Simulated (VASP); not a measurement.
# CO2 (I-42d) in VASP: further runs

The runs below take CO2 through single point, with PBEsol.

Program: VASP 6.6.1. These are calculated values, not measurements. Logs are shortened: lines on timing, memory, paths and dates and some standing lists are left out, and cuts for length are marked.

### Step 1. The cell of the first run

The structure is tetragonal, space group I-42d (No. 122). The conventional cell has a = 3.635 Å, b = 3.635 Å, c = 5.895 Å, α = 90.00°, β = 90.00°, γ = 90.00°. O (site symmetry 2) has 2 C at 1.37 Å within 1.8 Å. C (site symmetry -4) has 4 O at 1.37 Å within 1.8 Å.

### Step 2. Single point, PBEsol

INCAR reads:

```
SYSTEM = CO2
PREC = Accurate ; ENCUT = 520
EDIFF = 1E-6 ; ISMEAR = -1
SIGMA = 0.05 ; LREAL = .FALSE.
LASPH = .TRUE. ; NELM = 100
ALGO = Normal ; ISIF = 2
LWAVE = .FALSE. ; LCHARG = .FALSE.
GGA = PS ; NBANDS = 25
```

KPOINTS reads:

```
regular mesh
0
G
  9 9 9
  0 0 0
```

POSCAR reads:

```
CO2
1.0
   -1.8173489784      1.8173489784      2.9473912274
    1.8173489784     -1.8173489784      2.9473912274
    1.8173489784      1.8173489784     -2.9473912274
O C
4 2
Direct
    0.8750000000      0.9304490732      0.5554490732
    0.3750000000      0.3195509268      0.4445509268
    0.0695509268      0.6250000000      0.9445509268
    0.6804490732      0.1250000000      0.0554490732
    0.0000000000      0.0000000000      0.0000000000
    0.7500000000      0.2500000000      0.5000000000
```

Potentials or basis: VASP PAW PBE potentials, release 64 (O, C).

Run with:

```console
cat potpaw_PBE.64/O/POTCAR potpaw_PBE.64/C/POTCAR > POTCAR
mpirun -np 1 vasp_std > vasp.out
```

OUTCAR:

```text
SYSTEM = CO2
   PREC = Accurate
   ENCUT = 520
   EDIFF = 1E-6
   ISMEAR = -1
   LREAL = .FALSE.
   LASPH = .TRUE.
   NELM = 100
   ISIF = 2
   GGA = PS

 ion  position               nearest neighbor table
   1  0.875  0.930  0.555-   5 1.37   6 1.37
   2  0.375  0.320  0.445-   5 1.37   6 1.37
   3  0.070  0.625  0.945-   5 1.37   6 1.37
   4  0.680  0.125  0.055-   5 1.37   6 1.37
   5  0.000  0.000  0.000-   1 1.37   2 1.37   3 1.37   4 1.37
   6  0.750  0.250  0.500-   1 1.37   2 1.37   3 1.37   4 1.37

  LATTYP: Found a body centered tetragonal cell.
 ALAT       =     3.6346979568
 C/A-ratio  =     1.6218080635

  Lattice vectors:

 A1 = (  -1.8173489784,   1.8173489784,   2.9473912274)
 A2 = (   1.8173489784,  -1.8173489784,   2.9473912274)
 A3 = (   1.8173489784,   1.8173489784,  -2.9473912274)

Analysis of symmetry for initial positions (statically):
=====================================================================
 Subroutine PRICEL returns:
 Original cell was already a primitive cell.

 Routine SETGRP: Setting up the symmetry group for a
 body centered tetragonal supercell.

 Subroutine GETGRP returns: Found  8 space group operations
 (whereof  4 operations were pure point group operations)
 out of a pool of 16 trial point group operations.

The static configuration has the point symmetry S_4 .
 The point group associated with its full space group is D_2d.

Analysis of symmetry for dynamics (positions and initial velocities):
=====================================================================
 Subroutine PRICEL returns:
 Original cell was already a primitive cell.

 Routine SETGRP: Setting up the symmetry group for a
 body centered tetragonal supercell.

 Subroutine GETGRP returns: Found  8 space group operations
 (whereof  4 operations were pure point group operations)
 out of a pool of 16 trial point group operations.

The dynamic configuration has the point symmetry S_4 .
 The point group associated with its full space group is D_2d.

 Subroutine INISYM returns: Found  8 space group operations
 (whereof  4 operations are pure point group operations),
 and found     1 'primitive' translations

----------------------------------------------------------------------------------------

                                     Primitive cell

  volume of cell :      38.9381

  direct lattice vectors                    reciprocal lattice vectors
    -1.817348978  1.817348978  2.947391227     0.000000000  0.275126025  0.169641544
     1.817348978 -1.817348978  2.947391227     0.275126025  0.000000000  0.169641544
     1.817348978  1.817348978 -2.947391227     0.275126025  0.275126025  0.000000000

  length of vectors
     3.910579198  3.910579198  3.910579198     0.323222188  0.323222188  0.389086956

  position of ions in fractional coordinates (direct lattice)
     0.875000000  0.930449073  0.555449073
     0.375000000  0.319550927  0.444550927
     0.069550927  0.625000000  0.944550927
     0.680449073  0.125000000  0.055449073
     0.000000000  0.000000000  0.000000000
     0.750000000  0.250000000  0.500000000

  ion indices of the primitive-cell ions
   primitive index   ion index
                 1           1
                 2           2
                 3           3
                 4           4
                 5           5
                 6           6

----------------------------------------------------------------------------------------

 KPOINTS: regular mesh

Automatic generation of k-mesh.
 Grid dimensions read from file:
 generate k-points for:    9    9    9

 Generating k-lattice:

  Cartesian coordinates                     Fractional coordinates (reciprocal lattice)
     0.000000000  0.030569558  0.018849060     0.111111111  0.000000000 -0.000000000
     0.030569558  0.000000000  0.018849060     0.000000000  0.111111111 -0.000000000
     0.030569558  0.030569558  0.000000000     0.000000000  0.000000000  0.111111111

  Length of vectors
     0.035913576  0.035913576  0.043231884

  Shift w.r.t. Gamma in fractional coordinates (k-lattice)
     0.000000000  0.000000000  0.000000000

 Subroutine IBZKPT returns following result:
 ===========================================

 Found     75 irreducible k-points:

 Following reciprocal coordinates:
            Coordinates               Weight
  0.000000  0.000000  0.000000      1.000000
  0.111111 -0.000000  0.000000      8.000000
  0.222222  0.000000 -0.000000      8.000000
  0.333333  0.000000 -0.000000      8.000000
  0.444444  0.000000 -0.000000      8.000000
  0.111111  0.111111  0.000000      8.000000
[... 16 lines left out ...]
 -0.333333  0.333333  0.000000      4.000000
  0.444444  0.444444 -0.000000      8.000000
 [... further k-points ...]
   k-points           NKPTS =     75   k-points in BZ     NKDIM =     75   number of bands    NBANDS=     25
   number of dos      NEDOS =    301   number of ions     NIONS =      6
   total plane-waves  NPLWV =  27000
   dimension x,y,z NGX =    30 NGY =   30 NGZ =   30
   dimension x,y,z NGXF=    60 NGYF=   60 NGZF=   60
   ions per type =               4   2
   NGX,Y,Z   is equivalent  to a cutoff of  12.75, 12.75, 12.75 a.u.
   NGXF,Y,Z  is equivalent  to a cutoff of  25.51, 25.51, 25.51 a.u.
 SYSTEM =  CO2
   PREC   = accura    normal or accurate (medium, high low for compatibility)
   ISTART =      0    job   : 0-new  1-cont  2-samecut
   ICHARG =      2    charge: 1-file 2-atom 10-const
   ISPIN  =      1    spin polarized calculation?
   LNONCOLLINEAR =      F non collinear calculations
   LSORBIT =      F    spin-orbit coupling
   LASPH  =      T    aspherical Exc in radial PAW
   ENCUT  =  520.0 eV  38.22 Ry    6.18 a.u.   7.27  7.27  7.27*2*pi/ulx,y,z
   NELM   =    100;   NELMIN=  2; NELMDL= -5     # of ELM steps
   EDIFF  = 0.1E-05   stopping-criterion for ELM
   LREAL  =      F    real-space projection
   EDIFFG = 0.1E-04   stopping-criterion for IOM
   NSW    =      0    number of steps for IOM
   IBRION =     -1    ionic relax: 0-MD 1-quasi-New 2-CG
   NFREE  =      0    steps in history (QN), initial steepest desc. (CG)
   ISIF   =      2    stress and relaxation
   ISYM   =      2    0-nonsym 1-usesym 2-fastsym
   POTIM  = 0.5000    time-step for ionic-motion
   TEBEG  =    0.0;   TEEND  =   0.0 temperature during run
   PSTRESS=    0.0 pullay stress
   NELECT =      32.0000    total number of electrons
   NUPDOWN=      -1.0000    fix difference up-down
   EMIN   =  10.00;   EMAX   =-10.00  energy-range for DOS
   EFERMI =   0.00;   METHOD = LEGACY
   ISMEAR =    -1;   SIGMA  =   0.05  broadening in eV -4-tet -1-fermi 0-gaus
   EFERMI_NEDOS =   21; number of points for ismear=-14 and -15
   IALGO  =     38    algorithm
   IMIX   =      4    mixing-type and parameters
     AMIX     =   0.40;   BMIX     =  1.00
     AMIX_MAG =   1.60;   BMIX_MAG =  1.00
  volume/ion in A,a.u.               =       6.49        43.79
  Fermi-wavevector in a.u.,A,eV,Ry     =   1.533440  2.897781 31.993243  2.351437
  Thomas-Fermi vector in A             =   2.640506
   LORBIT       =      0    0 simple, 1 ext, 2 COOP (PROOUT), +10 PAW based schemes
   GGA     = PS    functional components
   LHFCALC =     F    Hartree Fock is set to
   AEXX    =    0.0000 exact exchange contribution
   IVDW    =     0    specifies the selected vdW correction
   LEPSILON=     F    determine dielectric tensor
   LRPA    =     F    only Hartree local field effects (RPA)
 non-spin polarized calculation
  energy-cutoff  :      520.00
  volume of cell :       38.94
 maximum number of plane-waves:      1063
 NGX is ok and might be reduce to    30
   NGX = 15   NGY = 15   NGZ = 15

 number of electron      31.9999998 magnetization

 Free energy of the ion-electron system (eV)
  ---------------------------------------------------
  ext. energy  EPLUGINS =         0.00000000
  ---------------------------------------------------
  free energy    TOTEN  =       -45.49711046 eV

  energy without entropy =      -45.49711046  energy(sigma->0) =      -45.49711046

 E-fermi :   5.3772     XC(G=0): -12.5424

 val. band max:        4.3506969405   @ k =  -0.3333   0.3333   0.3333
 cond. band min:      11.7967985525   @ k =   0.0000   0.0000   0.0000
 fundamental gap:      7.4461016120
 Fermi energy:         5.3771886976

 k-point     1 :       0.0000    0.0000    0.0000
  band No.  band energies     occupation
      1     -21.0495      2.00000
      2     -15.0528      2.00000
      3     -15.0528      2.00000
      4     -14.4243      2.00000
      5     -10.3946      2.00000
      6      -5.9820      2.00000
[... 17 lines left out ...]
     24      19.6825      0.00000
     25      19.7172      0.00000

 k-point     2 :       0.1111   -0.0000    0.0000
  band No.  band energies     occupation
      1     -20.9493      2.00000
      2     -15.2705      2.00000
      3     -15.0938      2.00000
      4     -14.5502      2.00000
      5     -10.1351      2.00000
      6      -5.9903      2.00000
[... 17 lines left out ...]
     24      19.8272      0.00000
     25      20.2064      0.00000

 k-point     3 :       0.2222    0.0000   -0.0000
  band No.  band energies     occupation
      1     -20.6618      2.00000
      2     -15.9342      2.00000
      3     -15.1746      2.00000
      4     -14.7148      2.00000
      5      -9.5926      2.00000
      6      -6.0070      2.00000
[... 552 lines left out ...]
 k-point    23 :      -0.3333    0.3333    0.0000
  band No.  band energies     occupation
      1     -19.8467      2.00000
      2     -17.0712      2.00000
      3     -15.4186      2.00000
      4     -15.0750      2.00000
      5      -8.7352      2.00000
      6      -7.2007      2.00000
[... 17 lines left out ...]
     24      19.6534      0.00000
     25      21.3215      0.00000

 k-point    24 :       0.4444    0.4444   -0.0000
  band No.  band energies     occupation
      1     -18.6173      2.00000
      2     -18.4702      2.00000
      3     -15.4653      2.00000
      4     -15.3939      2.00000
      5      -7.8716      2.00000
      6      -7.6415      2.00000
[... 17 lines left out ...]
     24      19.6578      0.00000
     25      21.2505      0.00000

 [... further k-points ...]

------------------------ aborting loop because EDIFF is reached ----------------------------------------

  FORCE on cell =-STRESS in cart. coord.  units (eV):
  Direction    XX          YY          ZZ          XY          YZ          ZX
  --------------------------------------------------------------------------------------
  -------------------------------------------------------------------------------------
  Total        7.9049754      7.9049754      7.8547881      0.0000000      0.0000000      0.0000000
  in kB      325.2644989    325.2644989    323.1994530      0.0000000      0.0000000      0.0000000
  external PRESSURE =     324.5761503 kB  Pullay stress =       0.0000000 kB

 VOLUME and BASIS-vectors are now :
 -----------------------------------------------------------------------------
  energy-cutoff  :      520.00
  volume of cell :       38.94
      direct lattice vectors                 reciprocal lattice vectors
    -1.817348978  1.817348978  2.947391227     0.000000000  0.275126025  0.169641544
     1.817348978 -1.817348978  2.947391227     0.275126025  0.000000000  0.169641544
     1.817348978  1.817348978 -2.947391227     0.275126025  0.275126025  0.000000000

 POSITION                                       TOTAL-FORCE (eV/Angst)
 -----------------------------------------------------------------------------------
      1.11022      0.90867      3.68424        -0.132136     -0.000000      0.000000
      0.70713      0.90867      0.73685         0.132136      0.000000     -0.000000
      2.72602      0.70713     -0.73685        -0.000000      0.132136     -0.000000
     -0.90867      1.11022      2.21054        -0.000000     -0.132136      0.000000
      0.00000      0.00000      0.00000        -0.000000     -0.000000      0.000000
      0.00000      1.81735      1.47370        -0.000000      0.000000      0.000000
 -----------------------------------------------------------------------------------
    total drift:                               -0.000001     -0.000001     -0.000002

  FREE ENERGIE OF THE ION-ELECTRON SYSTEM (eV)
  ---------------------------------------------------
  free  energy   TOTEN  =       -45.4971104639 eV

  energy  without entropy=      -45.4971104639  energy(sigma->0) =      -45.49711046
```

Run time: 32 s. Hardware: 1 thread of Intel Xeon 6975P-C (Granite Rapids), shared host; peak memory 0.19 GiB.

What came out:

| Property | Result |
| --- | --- |
| Free energy | -45.4971 eV |
| Pressure | 32.5 GPa |
| Largest force | 0.132 eV/Å |
| Band gap on the k mesh | 7.45 eV (least direct gap 7.70 eV) |

Forces on the atoms (eV/Å):
```
O   -0.132  0.000  0.000
O    0.132  0.000  0.000
O    0.000  0.132  0.000
O    0.000 -0.132  0.000
C    0.000  0.000  0.000
C    0.000  0.000  0.000
```

Levels at points of the mesh, in eV from the valence-band top:
| k point | band 14 | band 15 | band 16 | band 17 | band 18 | band 19 |
| --- | --- | --- | --- | --- | --- | --- |
| (0.00, 0.00, 0.00) | -0.61 | -0.61 | -0.25 | 7.45 | 10.31 | 10.31 |

Caveat: the cell stands under pressure; the PAW data sets were made with another functional, which shifts forces and pressure a little; an odd mesh through Γ misses points on the zone boundary, where band edges can lie.

### Step 3. Single point, PBEsol

This run uses another cell than the first one, of 6.78 Å³/atom.

INCAR reads:

```
SYSTEM = CO2
PREC = Accurate
ENCUT = 520
EDIFF = 1E-6
ISMEAR = -1
SIGMA = 0.05
LREAL = .FALSE.
LASPH = .TRUE.
NELM = 60
ALGO = Normal
ISIF = 2
LWAVE = .FALSE.
LCHARG = .FALSE.
GGA = PS
NBANDS = 25
```

KPOINTS reads:

```
Automatic mesh
0
G
  9 9 9
  0 0 0
```

POSCAR reads:

```
CO2
1.0
   -1.8582505344      1.8582505344      2.9453091065
    1.8582505344     -1.8582505344      2.9453091065
    1.8582505344      1.8582505344     -2.9453091065
O C
4 2
Direct
    0.8750000000      0.9380988177      0.5630988177
    0.3750000000      0.3119011823      0.4369011823
    0.0619011823      0.6250000000      0.9369011823
    0.6880988177      0.1250000000      0.0630988177
    0.0000000000      0.0000000000      0.0000000000
    0.7500000000      0.2500000000      0.5000000000
```

Potentials or basis: VASP PAW PBE potentials, release 64 (O, C).

Run with:

```console
cat potpaw_PBE.64/O/POTCAR potpaw_PBE.64/C/POTCAR > POTCAR
mpirun -np 1 vasp_std > vasp.out
```

Run time: 32 s. Hardware: 1 thread of Intel Xeon 6975P-C (Granite Rapids), shared host; peak memory 0.19 GiB.

Results (log left out):

```yaml
Free_energy: -45.7850 eV
Pressure: 22.2 GPa
Largest_force: 0.124 eV/Å
Band_gap_on_the_k_mesh: 7.57 eV (least direct gap 7.83 eV)
```

Forces on the atoms (eV/Å):
```
O   -0.124  0.000  0.000
O    0.124  0.000  0.000
O    0.000  0.124  0.000
O    0.000 -0.124  0.000
C    0.000  0.000  0.000
C    0.000  0.000  0.000
```

Stress tensor (GPa, compression positive):
```
22.30  0.00  0.00
 0.00 22.30  0.00
 0.00  0.00 22.04
```

Levels at points of the mesh, in eV from the valence-band top:
```csv
k point,band 13,band 14,band 15,band 16,band 17,band 18,band 19,band 20
"(0.00, 0.00, 0.00)",-1.69,-0.67,-0.67,-0.26,7.57,10.15,10.15,10.53
```

Caveat: the cell stands under pressure; the PAW data sets were made with another functional, which shifts forces and pressure a little; an odd mesh through Γ misses points on the zone boundary, where band edges can lie.

### Step 4. Single point, PBEsol

This run uses another cell than the first one, of 7.14 Å³/atom.

INCAR reads:

```
PREC = Accurate ; ENCUT = 520
EDIFF = 1E-6 ; ISMEAR = -1
SIGMA = 0.05 ; LREAL = False
LASPH = True ; NELM = 100
ALGO = Normal ; ISIF = 2
LWAVE = False ; LCHARG = True
GGA = PS ; LELF = True
LVHAR = True ; NBANDS = 25
```

KPOINTS reads:

```
regular mesh
0
Gamma
  9 9 9
```

POSCAR reads:

```
CO2
1.0
   -1.9045014171      1.9045014171      2.9513618943
    1.9045014171     -1.9045014171      2.9513618943
    1.9045014171      1.9045014171     -2.9513618943
O C
4 2
Direct
    0.8750000000      0.9469793258      0.5719793258
    0.3750000000      0.3030206742      0.4280206742
    0.0530206742      0.6250000000      0.9280206742
    0.6969793258      0.1250000000      0.0719793258
    0.0000000000      0.0000000000      0.0000000000
    0.7500000000      0.2500000000      0.5000000000
```

Run with:

```console
cat potpaw_PBE.64/O/POTCAR potpaw_PBE.64/C/POTCAR > POTCAR
mpirun -np 1 vasp_std > vasp.out
```

Wall time 34 s (1 thread of Intel Xeon 6975P-C (Granite Rapids), shared host); peak memory 0.2 GiB.

Results (log left out):

```
Free energy            : -46.0023 eV
Pressure               : 12.0 GPa
Largest force          : 0.113 eV/Å
Band gap on the k mesh : 7.61 eV (least direct gap 7.95 eV)
```

Forces on the atoms (eV/Å):
```
O   -0.113  0.000  0.000
O    0.113  0.000  0.000
O    0.000  0.113  0.000
O    0.000 -0.113  0.000
C    0.000  0.000  0.000
C    0.000  0.000  0.000
```

Stress tensor (GPa, compression positive):
```
12.07  0.00  0.00
 0.00 12.07  0.00
 0.00  0.00 11.77
```

Levels at points of the mesh, in eV from the valence-band top:
```tsv
k point	band 13	band 14	band 15	band 16	band 17	band 18	band 19	band 20
(0.00, 0.00, 0.00)	-1.50	-0.77	-0.77	-0.34	7.61	9.85	9.85	10.05
```

Caveat: the cell stands under pressure; the PAW data sets were made with another functional, which shifts forces and pressure a little; an odd mesh through Γ misses points on the zone boundary, where band edges can lie.

### Step 5. Overview

```tsv
cell	gap on the mesh (eV)	pressure (GPa)	largest force (eV/Å)
a = 3.911 Å, angles 124.6, 124.6, 82.2°, 6 atoms, atomic positions A	7.45	32.5	0.13
a = 3.947 Å, angles 123.8, 123.8, 83.5°, 6 atoms, atomic positions B	7.57	22.2	0.12
a = 3.996 Å, angles 123.1, 123.1, 84.8°, 6 atoms, atomic positions C	7.61	12.0	0.11
```

Alike in all rows: task single point; level PBEsol; potentials or basis VASP PAW PBE potentials, release 64 (O, C); no spin polarisation; k mesh 9 × 9 × 9; cutoff (eV) 520; smearing fermi-dirac 0.05 eV.

Caveats: the cell stands under pressure; the PAW data sets were made with another functional, which shifts forces and pressure a little; an odd mesh through Γ misses points on the zone boundary, where band edges can lie.

Total energies depend on the potentials used, so only differences within one code and one set of settings carry meaning.
